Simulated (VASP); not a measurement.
# SiO2 (P6_422) in VASP: a series of runs, part 2 of 2

VASP 6.6.1.

### 6 Relaxation of cell and atoms, PBE

File INCAR:

```
SYSTEM = SiO2
  PREC = Accurate
  ENCUT = 600
  EDIFF = 1E-6
  ISMEAR = 0
  SIGMA = 0.02
  LREAL = .FALSE.
  LASPH = .TRUE.
  NELM = 80
  ALGO = Normal
  ISIF = 3
  LWAVE = .FALSE.
  LCHARG = .FALSE.
  GGA = PE
  IBRION = 2
  NSW = 80
  EDIFFG = -0.01
```

File KPOINTS:

```
Automatic mesh
0
G
  6 6 4
  0 0 0
```

File POSCAR:

```
SiO2
1.0
    5.0605222284      0.0000000000      0.0000000000
   -2.5302611142      4.3825408062      0.0000000000
    0.0000000000      0.0000000000      5.5413533100
Si O
3 6
Direct
    0.0000000000      0.5000000000      0.3333333333
    0.5000000000      0.5000000000      0.6666666667
    0.5000000000      0.0000000000      0.0000000000
    0.5827892600      0.7913946300      0.8333333333
    0.7913946300      0.5827892600      0.5000000000
    0.7913946300      0.2086053700      0.1666666667
    0.4172107400      0.2086053700      0.8333333333
    0.2086053700      0.4172107400      0.5000000000
    0.2086053700      0.7913946300      0.1666666667
```

Potentials or basis: VASP PAW PBE potentials, release 64 (Si, O).

On the command line:

```
cat potpaw_PBE.64/Si/POTCAR potpaw_PBE.64/O/POTCAR > POTCAR
mpirun -np 1 vasp_std > vasp.out
```

OUTCAR:

```text
SYSTEM = SiO2
   PREC = Accurate
   ENCUT = 600
   EDIFF = 1E-6
   ISMEAR = 0
   LREAL = .FALSE.
   LASPH = .TRUE.
   NELM = 80
   ISIF = 3
   GGA = PE
   IBRION = 2
   NSW = 80
   EDIFFG = -0.01

 ion  position               nearest neighbor table
   1  0.000  0.500  0.333-   6 1.61   9 1.61   8 1.61   5 1.61   3 3.13   3 3.13   2 3.13   2 3.13

   2  0.500  0.500  0.667-   4 1.61   7 1.61   5 1.61   8 1.61   3 3.13   3 3.13   1 3.13   1 3.13

   3  0.500  0.000  0.000-   4 1.61   7 1.61   6 1.61   9 1.61   1 3.13   2 3.13   2 3.13   1 3.13

   4  0.583  0.791  0.833-   2 1.61   3 1.61
   5  0.791  0.583  0.500-   1 1.61   2 1.61
   6  0.791  0.209  0.167-   1 1.61   3 1.61
   7  0.417  0.209  0.833-   2 1.61   3 1.61
   8  0.209  0.417  0.500-   1 1.61   2 1.61
   9  0.209  0.791  0.167-   1 1.61   3 1.61

  LATTYP: Found a hexagonal cell.
 ALAT       =     5.0605222284
 C/A-ratio  =     1.0950160991

  Lattice vectors:

 A1 = (   5.0605222284,   0.0000000000,   0.0000000000)
 A2 = (  -2.5302611142,   4.3825408062,   0.0000000000)
 A3 = (   0.0000000000,   0.0000000000,   5.5413533100)

Analysis of symmetry for initial positions (statically):
=====================================================================
 Subroutine PRICEL returns:
 Original cell was already a primitive cell.

 Routine SETGRP: Setting up the symmetry group for a
 hexagonal supercell.

 Subroutine GETGRP returns: Found 12 space group operations
 (whereof  4 operations were pure point group operations)
 out of a pool of 24 trial point group operations.

The static configuration has the point symmetry D_2 .
 The point group associated with its full space group is D_6 .

Analysis of symmetry for dynamics (positions and initial velocities):
=====================================================================
[... 126 lines left out ...]
   NFREE  =      1    steps in history (QN), initial steepest desc. (CG)
   ISIF   =      3    stress and relaxation
   ISYM   =      2    0-nonsym 1-usesym 2-fastsym
   POTIM  = 0.5000    time-step for ionic-motion
   TEBEG  =    0.0;   TEEND  =   0.0 temperature during run
   PSTRESS=    0.0 pullay stress
   NELECT =      48.0000    total number of electrons
   NUPDOWN=      -1.0000    fix difference up-down
   EMIN   =  10.00;   EMAX   =-10.00  energy-range for DOS
   EFERMI =   0.00;   METHOD = LEGACY
   ISMEAR =     0;   SIGMA  =   0.02  broadening in eV -4-tet -1-fermi 0-gaus
   EFERMI_NEDOS =   21; number of points for ismear=-14 and -15
   IALGO  =     38    algorithm
   IMIX   =      4    mixing-type and parameters
     AMIX     =   0.40;   BMIX     =  1.00
     AMIX_MAG =   1.60;   BMIX_MAG =  1.00
  volume/ion in A,a.u.               =      13.66        92.15
  Fermi-wavevector in a.u.,A,eV,Ry     =   1.196675  2.261388 19.483963  1.432031
  Thomas-Fermi vector in A             =   2.332609
   LORBIT       =      0    0 simple, 1 ext, 2 COOP (PROOUT), +10 PAW based schemes
   GGA     = PE    functional components
   LHFCALC =     F    Hartree Fock is set to
   AEXX    =    0.0000 exact exchange contribution
   IVDW    =     0    specifies the selected vdW correction
   LEPSILON=     F    determine dielectric tensor
   LRPA    =     F    only Hartree local field effects (RPA)
 conjugate gradient relaxation of ions
 non-spin polarized calculation
 Gauss-broadening in eV      SIGMA  =   0.02
  energy-cutoff  :      600.00
  volume of cell :      122.90
 maximum number of plane-waves:      4138
   NGX = 21   NGY = 21   NGZ = 23

--------------------------------------- Ionic step        1  -------------------------------------------

 number of electron      47.9999982 magnetization

 Free energy of the ion-electron system (eV)
  ---------------------------------------------------
  ext. energy  EPLUGINS =         0.00000000
  ---------------------------------------------------
  free energy    TOTEN  =       -71.09284430 eV

  energy without entropy =      -71.09284430  energy(sigma->0) =      -71.09284430

------------------------ aborting loop because EDIFF is reached ----------------------------------------

  FORCE on cell =-STRESS in cart. coord.  units (eV):
  Direction    XX          YY          ZZ          XY          YZ          ZX
  --------------------------------------------------------------------------------------
  -------------------------------------------------------------------------------------
  Total        3.7160459      3.7160459      3.6899087      0.0000000      0.0000000      0.0000000
  in kB       48.4456186     48.4456186     48.1048707      0.0000000      0.0000000      0.0000000
  external PRESSURE =      48.3320360 kB  Pullay stress =       0.0000000 kB
[... 73 lines left out ...]
--------------------------------------- Ionic step        3  -------------------------------------------

 number of electron      48.0000000 magnetization

 Free energy of the ion-electron system (eV)
  ---------------------------------------------------
  ext. energy  EPLUGINS =         0.00000000
  ---------------------------------------------------
  free energy    TOTEN  =       -71.14169640 eV

  energy without entropy =      -71.14169640  energy(sigma->0) =      -71.14169640

 E-fermi :   0.4522     XC(G=0):  -8.6151

 val. band max:        0.3446997529   @ k =   0.5000   0.0000   0.0000
 cond. band min:       5.9000434093   @ k =   0.0000   0.0000   0.0000
 fundamental gap:      5.5553436564
 Fermi energy:         0.4522469327

 k-point     1 :       0.0000    0.0000    0.0000
  band No.  band energies     occupation
      1     -18.9444      2.00000
      2     -17.5326      2.00000
      3     -17.5326      2.00000
      4     -16.9501      2.00000
      5     -16.9141      2.00000
      6     -16.9141      2.00000
[... 697 lines left out ...]
  FREE ENERGIE OF THE ION-ELECTRON SYSTEM (eV)
  ---------------------------------------------------
  free  energy   TOTEN  =       -71.1416964018 eV

  energy  without entropy=      -71.1416964018  energy(sigma->0) =      -71.14169640

 reached required accuracy - stopping structural energy minimisation
```

Run time: 7 min. Hardware: 1 thread of Intel Xeon 8259CL, shared host; peak memory 0.26 GiB.

What came out:

| Property | Result |
| --- | --- |
| Free energy | -71.1417 eV |
| Relaxed volume | 14.00 Å³/atom |
| Relaxed cell | a = 5.103 Å, b = 5.103 Å, c = 5.588 Å, α = 90.00°, β = 90.00°, γ = 120.00° |
| Space group after relaxing (to 0.1 Å) | P6_422 (No. 181) |
| Energy gained by relaxing | 5.4 meV/atom |
| Ionic steps | 3 |
| Pressure after relaxing | 0.0 GPa |
| Largest force after relaxing | 0.007 eV/Å |
| Band gap on the k mesh | 5.56 eV (least direct gap 5.73 eV) |

Forces in eV/Å, atoms in the order of the input:
```
Si   0.000  0.000  0.000
Si   0.000  0.000  0.000
Si   0.000  0.000  0.000
O   -0.006 -0.004  0.000
O    0.000 -0.007  0.000
O   -0.006  0.004  0.000
O    0.006  0.004  0.000
O    0.000  0.007  0.000
O    0.006 -0.004  0.000
```

Step by step:
| step | energy change (eV) | largest force (eV/Å) | pressure (GPa) | volume (Å³) |
| --- | --- | --- | --- | --- |
| 1 | 0.0000 | 0.2328 | 4.83 | 122.90 |
| 2 | 0.0396 | 0.3062 | -5.83 | 130.37 |
| 3 | -0.0489 | 0.0075 | -0.03 | 126.01 |

Final structure:
```yaml
crystal:
  lattice:
    - [5.10301, 0.00000, 0.00000]
    - [-2.55151, 4.41934, 0.00000]
    - [0.00000, 0.00000, 5.58755]
  atoms:
    - { symbol: Si, position: [0.00000, 0.50000, 0.33333] }
    - { symbol: Si, position: [0.50000, 0.50000, 0.66667] }
    - { symbol: Si, position: [0.50000, 0.00000, 0.00000] }
    - { symbol: O, position: [0.58390, 0.79195, 0.83333] }
    - { symbol: O, position: [0.79195, 0.58390, 0.50000] }
    - { symbol: O, position: [0.79195, 0.20805, 0.16667] }
    - { symbol: O, position: [0.41610, 0.20805, 0.83333] }
    - { symbol: O, position: [0.20805, 0.41610, 0.50000] }
    - { symbol: O, position: [0.20805, 0.79195, 0.16667] }
```

Levels at points of the mesh, in eV from the valence-band top:
```csv
k point,band 20,band 21,band 22,band 23,band 24,band 25,band 26,band 27,band 28,band 29
"(0.00, 0.00, 0.00)",-0.96,-0.96,-0.44,-0.44,-0.18,5.56,8.85,8.85,9.10,9.10
"(0.50, 0.00, 0.00)",-1.14,-1.11,-0.96,-0.34,0.00,7.59,8.42,9.51,9.55,9.55
"(0.00, 0.00, 0.50)",-1.77,-1.11,-0.28,0.00,0.00,7.38,7.38,8.41,9.66,9.66
"(0.50, 0.00, 0.50)",-1.28,-0.89,-0.70,-0.68,-0.33,8.26,8.86,9.20,9.37,9.73
```

A k mesh can miss the band edges.

### 7 Summary

```csv
task,level,potentials or basis,cell,k mesh,cutoff (eV),gap on the mesh (eV),pressure (GPa),relaxed volume (Å³/atom),largest force (eV/Å)
relaxation of cell and atoms,PBE,"VASP PAW PBE potentials, release 64 (Si, O)","relaxed from a = 5.061, b = 5.061, c = 5.541 Å, angles 90.0, 90.0, 120.0°, 9 atoms, atomic positions A",3 × 3 × 4,600,5.56,0.0,14.00,0.01
single point,r2SCAN,"VASP PAW PBE potentials, release 64 (Si, O)","a = 5.060, b = 5.060, c = 5.541 Å, angles 90.0, 90.0, 120.0°, 9 atoms, atomic positions B",6 × 6 × 4,520,6.30,0.1,-,0.01
relaxation of cell and atoms,LDA,"VASP PAW LDA potentials, release 64 (Si, O)","relaxed from a = 5.061, b = 5.061, c = 5.541 Å, angles 90.0, 90.0, 120.0°, 9 atoms, atomic positions A",6 × 6 × 4,600,5.49,0.0,13.52,-
relaxation of cell and atoms,PBEsol,"VASP PAW PBE potentials, release 64 (Si, O)","relaxed from a = 5.061, b = 5.061, c = 5.541 Å, angles 90.0, 90.0, 120.0°, 9 atoms, atomic positions A",6 × 6 × 4,600,5.54,0.0,13.83,-
relaxation of cell and atoms,PBE,"VASP PAW PBE potentials, release 64 (Si, O)","relaxed from a = 5.061, b = 5.061, c = 5.541 Å, angles 90.0, 90.0, 120.0°, 9 atoms, atomic positions A",6 × 6 × 4,600,5.56,0.0,14.00,0.01
```

Alike in all rows: no spin polarisation; smearing gaussian 0.02 eV.

Caveats: some runs use coarse meshes; the PAW data sets were made with another functional, which shifts forces and pressure a little (at least some runs).

Total energies depend on the potentials used, so only differences within one code and one set of settings carry meaning.
